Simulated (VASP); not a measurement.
Here is a VASP 6.6.1 calculation.

The input INCAR:

```
  PREC = Accurate
  ENCUT = 600
  EDIFF = 1E-6
  ISMEAR = 0
  SIGMA = 0.1
  LREAL = F
  LASPH = T
  NELM = 100
  ALGO = Normal
  ISIF = 3
  LWAVE = F
  LCHARG = F
  GGA = PE
  IBRION = 2
  NSW = 90
  EDIFFG = -0.04
```

The input KPOINTS:

```
Automatic mesh
0
Gamma
  6 6 4
```

Contents of POSCAR:

```
ScAlN2
1.0
    3.6039779800      0.0000000000      0.0000000000
   -1.8019889900      3.1211364900      0.0000000000
    0.0000000000      0.0000000000      5.7757155000
Sc Al N
1 1 2
Direct
    0.0000000000      0.0000000000      0.0000000000
    0.0000000000      0.0000000000      0.5000000000
    0.3333333300      0.6666666700      0.5000000000
    0.6666666700      0.3333333300      0.5000000000
```

Potentials or basis: VASP PAW PBE potentials, release 64 (Sc_sv, Al, N).

Command:

```sh
$ cat potpaw_PBE.64/Sc_sv/POTCAR potpaw_PBE.64/Al/POTCAR potpaw_PBE.64/N/POTCAR > POTCAR
$ mpirun -np 1 vasp_std > vasp.out
```

Question: Estimate the space group after relaxing (to 0.1 Å).

Answer: P6/mmm (No. 191).

Question: Estimate the relaxed volume.

Answer: 15.59 Å³/atom.

Question: What does it give for the relaxed cell?

Answer: a = 3.602 Å, b = 3.602 Å, c = 5.549 Å, α = 90.00°, β = 90.00°, γ = 120.00°.

Question: Predict the band gap on the k mesh.

Answer: Zero (bands 12 and 13 overlap by 1.13 eV).

The path:
```
step  energy change (eV)  largest force (eV/Å)  pressure (GPa)  volume (Å³)
   1              0.0000                0.0000           -1.43        64.97
   2             -0.0060                0.0000            0.26        63.61
   3             -0.0060                0.0000            0.15        63.69
   4             -0.0101                0.0000            0.10        63.33
   5             -0.0149                0.0000            0.10        62.36
```
